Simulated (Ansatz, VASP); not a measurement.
**KI in VASP and in Ansatz**

```
I K
1.0
     0.00000    3.50906    3.50906
     3.50906    0.00000    3.50906
     3.50906    3.50906    0.00000
I K
1 1
Direct
  0.50000 0.50000 0.50000
  0.00000 0.00000 0.00000
```

Alike in both runs: task single point; functional r2SCAN; k mesh 7 × 7 × 7; occupations fermi-dirac, width 0.05 eV; no spin polarisation.

|  | VASP | Ansatz |
| --- | --- | --- |
| version | VASP 6.6.1 | Ansatz 0.2.0 |
| potentials or method | VASP PAW PBE potentials, release 64 (I, K_sv) | Ansatz PAW |
| plane-wave cutoff (eV) | 550 | 500 |
| valence electrons in the cell | 16 | 26 |

|  | VASP | Ansatz | Ansatz less VASP |
| --- | --- | --- | --- |
| gap on the k mesh at the Fermi level (eV) | 4.66 | 4.66 | +0.003 |
| least direct gap on the mesh (eV) | 4.66 | 4.66 | +0.003 |
| pressure (GPa) | 0.4 | 0.4 | 0.00 |

VASP's potentials were made for PBE, not for r2SCAN. VASP's potentials hold 16 valence electrons a cell and Ansatz's 26, so a difference there can come from the potentials and not from the codes.

Neither program's run includes spin-orbit coupling. Noted on Ansatz's run: odd divisions of the mesh miss points on the zone boundary, where band edges often lie, so the gap on the mesh can be too wide.
